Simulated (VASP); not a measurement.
Ge3Pd: single point with LDA

The system is Ge3Pd.

```
Pd Ge
1.0
     4.19653    0.00000    0.00000
     0.00000    4.19653    0.00000
     0.00000    0.00000    4.19653
Pd Ge
1 3
Direct
  0.00000 0.00000 0.00000
  0.50000 0.50000 0.00000
  0.50000 0.00000 0.50000
  0.00000 0.50000 0.50000
```

This cell differs from its parent crystal: volume scaled by 1.04.

```
Program                : VASP 6.6.1
Task                   : single point
Functional             : LDA
Potentials or basis    : VASP PAW LDA potentials, release 64 (Pd, Ge_d)
Cutoff                 : 520 eV
k mesh                 : 7 × 7 × 7
Occupations            : fermi-dirac, width 0.05 eV
Spin                   : no spin polarisation
Dipole correction      : no
Further INCAR settings : ALGO = Normal; EDIFF = 1e-06; NBANDS = 34
```

```json
{
  "Pressure": "-9.4 GPa",
  "Band gap on the k mesh": "zero (band 26 reaches 6.91 eV, above the bottom of band 27 at 5.39 eV)"
}
```

Levels at points of the mesh, in eV from the Fermi level:
| k point | band 24 | band 25 | band 26 | band 27 | band 28 | band 29 |
| --- | --- | --- | --- | --- | --- | --- |
| (0.00, 0.00, 0.00) | -2.47 | -1.57 | -1.57 | 0.93 | 2.93 | 2.93 |

Wall time 26 s on 1 thread of Intel Xeon 6975P-C, with other jobs on the host, peak memory 0.18 GiB.
